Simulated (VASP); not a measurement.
Write the native input for VASP 6.6.1 that does the following.

```
Task                   : single point
Functional             : PBE
Potentials or basis    : VASP PAW PBE potentials, release 64 (K_sv, Cl)
Cutoff                 : 500 eV
k mesh                 : 6 × 6 × 6
Occupations            : fermi-dirac, width 0.1 eV
Spin                   : no spin polarisation
Dipole correction      : no
Further INCAR settings : ALGO = Normal; EDIFF = 1e-06; NBANDS = 15
```

The structure of KCl lies in POSCAR:

```
KCl
1.0
    3.7060479314      0.0000000000      0.0000000000
    1.8530239657      3.2095316562      0.0000000000
    1.8530239657      1.0698438854      3.0259754648
K Cl
1 1
Direct
    0.0000000000      0.0000000000      0.0000000000
    0.5000000000      0.5000000000      0.5000000000
```

One way to write it, as run:

INCAR

```
PREC = Accurate ; ENCUT = 500
EDIFF = 1E-6 ; ISMEAR = -1
SIGMA = 0.1 ; LREAL = F
LASPH = T ; NELM = 120
ALGO = Normal ; ISIF = 2
LWAVE = F ; LCHARG = T
GGA = PE ; LELF = T
LVHAR = T ; NBANDS = 15
GGA_COMPAT = F
```

KPOINTS

```
Automatic mesh
0
Gamma
  6 6 6
```

Potentials or basis: VASP PAW PBE potentials, release 64 (K_sv, Cl).

Run with:

```console
$ cat potpaw_PBE.64/K_sv/POTCAR potpaw_PBE.64/Cl/POTCAR > POTCAR
$ mpirun -np 1 vasp_std > vasp.out
```

It gave:

```json
{
 "Pressure": "40.7 GPa",
 "Band gap on the k mesh": "5.15 eV (least direct gap 5.33 eV)"
}
```

Caveat: the cell stands under pressure.

Wall time 13 s on 1 thread of Intel Xeon 8259CL, with other jobs on the host, peak memory 0.15 GiB.
